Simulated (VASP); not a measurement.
# Cr (I4/mmm) in VASP: a series of runs, part 2 of 2

VASP 6.6.1. Earlier steps stand in the parts before.

### 3 Single point, PBE (biaxial strain in the a-b plane: +2.0 %)

Contents of INCAR:

```
ALGO = Fast ; EDIFF = 1E-6
ENCUT = 520 ; GGA = PE
ISIF = 2 ; ISMEAR = 0
LASPH = True ; LCHARG = False
LREAL = False ; LWAVE = False
NBANDS = 19 ; NELM = 80
PREC = Accurate ; SIGMA = 0.1
```

Contents of KPOINTS:

```
k-points
0
Gamma
  18 18 18
```

Contents of POSCAR:

```
Cr
1.0
    2.9047866166      0.0000000000      0.0000000000
    0.0000000000      2.9047866166      0.0000000000
    0.0000000000      0.0000000000      2.8136560561
Cr
2
Direct
    0.0000000000      0.0000000000      0.0000000000
    0.5000000000      0.5000000000      0.5000000000
```

Potentials or basis: VASP PAW PBE potentials, release 64 (Cr_pv).

Run with:

```sh
cat potpaw_PBE.64/Cr_pv/POTCAR > POTCAR
mpirun -np 1 vasp_std > vasp.out
```

OUTCAR:

```text
EDIFF = 1E-6
   ENCUT = 520
   GGA = PE
   ISIF = 2
   ISMEAR = 0
   LASPH = True
   LREAL = False
   NELM = 80
   PREC = Accurate

 ion  position               nearest neighbor table
   1  0.000  0.000  0.000-   2 2.49   2 2.49   2 2.49   2 2.49   2 2.49   2 2.49   2 2.49   2 2.49

   2  0.500  0.500  0.500-   1 2.49   1 2.49   1 2.49   1 2.49   1 2.49   1 2.49   1 2.49   1 2.49

  LATTYP: Found a simple tetragonal cell.
 ALAT       =     2.9047866166
 C/A-ratio  =     0.9686274510

  Lattice vectors:

 A1 = (   2.9047866166,   0.0000000000,   0.0000000000)
 A2 = (   0.0000000000,   2.9047866166,   0.0000000000)
 A3 = (   0.0000000000,   0.0000000000,   2.8136560561)

Analysis of symmetry for initial positions (statically):
=====================================================================
 Subroutine PRICEL returns following result:

  LATTYP: Found a body centered tetragonal cell.
 ALAT       =     2.9047866166
 C/A-ratio  =     0.9686274510

  Lattice vectors:

 A1 = (  -1.4523933083,  -1.4523933083,  -1.4068280280)
 A2 = (   1.4523933083,   1.4523933083,  -1.4068280281)
 A3 = (   1.4523933083,  -1.4523933083,   1.4068280280)

[... 179 lines left out ...]

  energy without entropy =      -18.99534130  energy(sigma->0) =      -18.99911945

 E-fermi :  10.5991     XC(G=0): -13.5161

 val. band max:       10.5990438749   @ k =   0.1111   0.0000   0.2778
 cond. band min:      10.5991889268   @ k =   0.4444   0.0556   0.0556
 fundamental gap:      0.0001450519
 Fermi energy:        10.5990775603

 k-point     1 :       0.0000    0.0000    0.0000
  band No.  band energies     occupation
      1     -32.7764      2.00000
      2     -32.7764      2.00000
      3     -32.7087      2.00000
      4     -32.1815      2.00000
      5     -32.1815      2.00000
      6     -32.1657      2.00000
[... 505 lines left out ...]
      6     -32.2596      2.00000
[... 11 lines left out ...]
     18      15.2140      0.00000
     19      17.6769      0.00000

 [... further k-points ...]

------------------------ aborting loop because EDIFF is reached ----------------------------------------

  FORCE on cell =-STRESS in cart. coord.  units (eV):
  Direction    XX          YY          ZZ          XY          YZ          ZX
  --------------------------------------------------------------------------------------
  -------------------------------------------------------------------------------------
  Total       -1.5365181     -1.5365181      0.0088013      0.0000000      0.0000000     -0.0000000
  in kB     -103.6928452   -103.6928452      0.5939596      0.0000000      0.0000000     -0.0000000
  external PRESSURE =     -68.9305769 kB  Pullay stress =       0.0000000 kB

 VOLUME and BASIS-vectors are now :
 -----------------------------------------------------------------------------
  energy-cutoff  :      520.00
  volume of cell :       23.74
      direct lattice vectors                 reciprocal lattice vectors
     2.904786617  0.000000000  0.000000000     0.344259366  0.000000000  0.000000000
     0.000000000  2.904786617  0.000000000     0.000000000  0.344259366  0.000000000
     0.000000000  0.000000000  2.813656056     0.000000000  0.000000000  0.355409467

 POSITION                                       TOTAL-FORCE (eV/Angst)
 -----------------------------------------------------------------------------------
      0.00000      0.00000      0.00000         0.000000      0.000000     -0.000000
      1.45239      1.45239      1.40683        -0.000000     -0.000000      0.000000
 -----------------------------------------------------------------------------------
    total drift:                                0.000000      0.000000     -0.000000

  FREE ENERGIE OF THE ION-ELECTRON SYSTEM (eV)
  ---------------------------------------------------
  free  energy   TOTEN  =       -19.0028976120 eV

  energy  without entropy=      -18.9953412953  energy(sigma->0) =      -18.99911945
```

OSZICAR:

```text
N       E                     dE             d eps       ncg     rms          rms(c)
DAV:   1     0.239596677066E+03    0.23960E+03   -0.13905E+04 20916   0.155E+03
DAV:   2    -0.141457399570E+02   -0.25374E+03   -0.24819E+03 21197   0.439E+02
DAV:   3    -0.223017421649E+02   -0.81560E+01   -0.80457E+01 21997   0.935E+01
DAV:   4    -0.224297634781E+02   -0.12802E+00   -0.12777E+00 27850   0.107E+01
DAV:   5    -0.224322691755E+02   -0.25057E-02   -0.25024E-02 23634   0.134E+00    0.178E+01
RMM:   6    -0.189980531765E+02    0.34342E+01   -0.14592E+01 21225   0.383E+01    0.298E+00
RMM:   7    -0.190154812532E+02   -0.17428E-01   -0.63698E-01 22088   0.607E+00    0.152E+00
RMM:   8    -0.190022498734E+02    0.13231E-01   -0.50864E-02 23649   0.170E+00    0.356E-01
RMM:   9    -0.190025798303E+02   -0.32996E-03   -0.10870E-02 24259   0.102E+00    0.121E-01
RMM:  10    -0.190027876743E+02   -0.20784E-03   -0.33224E-03 26790   0.459E-01    0.955E-02
RMM:  11    -0.190028731343E+02   -0.85460E-04   -0.10711E-03 31391   0.240E-01    0.445E-02
RMM:  12    -0.190028887350E+02   -0.15601E-04   -0.20985E-04 30755   0.832E-02    0.279E-02
RMM:  13    -0.190028957870E+02   -0.70520E-05   -0.56956E-05 27289   0.307E-02    0.573E-03
RMM:  14    -0.190028968422E+02   -0.10552E-05   -0.15130E-05 23980   0.245E-02    0.120E-02
RMM:  15    -0.190028976120E+02   -0.76979E-06   -0.66159E-06 22456   0.960E-03
   1 F= -.19002898E+02 E0= -.18999119E+02  d E =-.755632E-02
```

It took 8.4 min on 1 thread of AMD EPYC, shared host; peak memory 0.27 GiB.

Results:

```yaml
Free_energy: -19.0029 eV
Pressure: -6.9 GPa
Band_gap_on_the_k_mesh: zero (bands 12 and 13 overlap by 1.62 eV)
```

Stress tensor (GPa, compression positive):
```
-10.37   0.00   0.00
  0.00 -10.37   0.00
  0.00   0.00   0.06
```

Caveat: the cell differs from its parent crystal (biaxial strain in the a-b plane: +2.0 %); the stress differs along the axes, from -10 to 0 GPa; the run has no spin polarisation, though such a crystal can be magnetic.

### 4 Single point, PBE (biaxial strain in the a-b plane: +4.0 %)

Contents of INCAR:

```
PREC = Accurate
ENCUT = 520
EDIFF = 1E-6
ISMEAR = 0
SIGMA = 0.1
LREAL = F
LASPH = T
NELM = 80
ALGO = Fast
ISIF = 2
LWAVE = F
LCHARG = F
GGA = PE
NBANDS = 19
```

Contents of KPOINTS:

```
regular mesh
0
Gamma
  18 18 18
```

Contents of POSCAR:

```
Cr
1.0
    2.9617432169      0.0000000000      0.0000000000
    0.0000000000      2.9617432169      0.0000000000
    0.0000000000      0.0000000000      2.7794820959
Cr
2
Direct
    0.0000000000      0.0000000000      0.0000000000
    0.5000000000      0.5000000000      0.5000000000
```

Run with:

```sh
cat potpaw_PBE.64/Cr_pv/POTCAR > POTCAR
mpirun -np 1 vasp_std > vasp.out
```

Wall time 8.3 min (1 thread of AMD EPYC, shared host); peak memory 0.27 GiB.

It converged, with:

```
Free energy            : -18.9165 eV
Pressure               : -12.2 GPa
Band gap on the k mesh : zero (bands 12 and 13 overlap by 1.63 eV)
```

Stress tensor (GPa, compression positive):
```
-18.68   0.00   0.00
  0.00 -18.68   0.00
  0.00   0.00   0.92
```

Levels at points of the mesh, in eV from the Fermi level:
| k point | band 8 | band 9 | band 10 | band 11 | band 12 | band 13 | band 14 | band 15 | band 16 | band 17 |
| --- | --- | --- | --- | --- | --- | --- | --- | --- | --- | --- |
| (0.00, 0.00, 0.00) | -4.09 | -3.90 | -1.17 | -0.66 | -0.66 | 0.76 | 1.29 | 2.22 | 2.22 | 2.33 |
| (0.50, 0.00, 0.00) | -3.98 | -1.72 | -1.72 | -0.50 | -0.50 | -0.09 | -0.09 | 0.71 | 0.71 | 2.06 |
| (0.50, 0.50, 0.00) | -4.15 | -1.87 | -1.87 | 0.62 | 0.62 | 0.68 | 0.68 | 1.20 | 1.20 | 2.57 |
| (0.00, 0.00, 0.50) | -3.60 | -1.53 | -1.53 | -0.58 | -0.58 | -0.58 | -0.58 | 0.50 | 0.50 | 2.86 |
| (0.50, 0.00, 0.50) | -4.19 | -2.47 | -2.47 | 1.05 | 1.05 | 1.19 | 1.19 | 1.62 | 1.62 | 2.62 |
| (0.50, 0.50, 0.50) | -2.29 | -2.29 | -2.29 | -2.03 | -2.03 | 1.29 | 1.29 | 1.56 | 1.56 | 9.52 |

Caveat: the cell differs from its parent crystal (biaxial strain in the a-b plane: +4.0 %); the stress differs along the axes, from -19 to 1 GPa; the run has no spin polarisation, though such a crystal can be magnetic. Spin polarisation is off, so any magnetic state and its effect on volume and gap are missing.

### 5 Single point, PBE (biaxial strain in the a-b plane: +4.0 %, then relaxed in part)

Contents of INCAR:

```
PREC = Accurate ; ENCUT = 520
EDIFF = 1E-6 ; ISMEAR = 0
SIGMA = 0.1 ; LREAL = F
LASPH = T ; NELM = 60
ALGO = Fast ; ISIF = 2
LWAVE = F ; LCHARG = F
GGA = PE ; NBANDS = 19
```

Contents of KPOINTS:

```
Automatic mesh
0
Gamma
  18 18 18
```

Edit POSCAR of step 4 so:

```diff
@@ -4,3 +4,3 @@
     0.0000000000      2.9617432169      0.0000000000
-    0.0000000000      0.0000000000      2.7794820959
+    0.0000000000      0.0000000000      2.7877866088
 Cr
```

Run with:

```sh
cat potpaw_PBE.64/Cr_pv/POTCAR > POTCAR
mpirun -np 1 vasp_std > vasp.out
```

Run time: 9.4 min. Hardware: 1 thread of AMD EPYC, shared host; peak memory 0.27 GiB.

The run converged. Its results:

```yaml
Free_energy: -18.9166 eV
Pressure: -12.7 GPa
Band_gap_on_the_k_mesh: zero (bands 12 and 13 overlap by 1.62 eV)
```

Stress tensor (GPa, compression positive):
```
-18.94   0.00   0.00
  0.00 -18.94   0.00
  0.00   0.00  -0.37
```

Levels at points of the mesh, in eV from the Fermi level:
```csv
k point,band 9,band 10,band 11,band 12,band 13,band 14,band 15,band 16
"(0.00, 0.00, 0.00)",-3.89,-1.15,-0.67,-0.67,0.78,1.28,2.22,2.22
"(0.50, 0.00, 0.00)",-1.71,-1.71,-0.49,-0.49,-0.10,-0.10,0.70,0.70
"(0.50, 0.50, 0.00)",-1.88,-1.88,0.63,0.63,0.70,0.70,1.20,1.20
"(0.00, 0.00, 0.50)",-1.52,-1.52,-0.57,-0.57,-0.57,-0.57,0.51,0.51
"(0.50, 0.00, 0.50)",-2.45,-2.45,1.05,1.05,1.17,1.17,1.60,1.60
"(0.50, 0.50, 0.50)",-2.28,-2.28,-2.03,-2.03,1.29,1.29,1.55,1.55
```

Caveat: the cell differs from its parent crystal (biaxial strain in the a-b plane: +4.0 %, then relaxed in part); the stress differs along the axes, from -19 to -0 GPa; the run has no spin polarisation, though such a crystal can be magnetic.

### 6 Summary

```tsv
cell	gap on the mesh (eV)	pressure (GPa)
a = 2.905, b = 2.905, c = 2.817 Å, 2 atoms	none	-7.2
a = 2.905, b = 2.905, c = 2.814 Å, 2 atoms	none	-6.9
a = 2.962, b = 2.962, c = 2.779 Å, 2 atoms	none	-12.2
a = 2.962, b = 2.962, c = 2.788 Å, 2 atoms	none	-12.7
```

Alike in all rows: task single point; level PBE; potentials or basis VASP PAW PBE potentials, release 64 (Cr_pv); no spin polarisation; k mesh 18 × 18 × 18; cutoff (eV) 520; smearing gaussian 0.1 eV.

Caveats: the run has no spin polarisation, though such a crystal can be magnetic; the stress differs along the axes, from -11 to -1 GPa (at least some runs); the stress differs along the axes, from -10 to 0 GPa (at least some runs); the stress differs along the axes, from -19 to 1 GPa (at least some runs); the stress differs along the axes, from -19 to -0 GPa (at least some runs).

Total energies depend on the potentials used, so only differences within one code and one set of settings carry meaning.
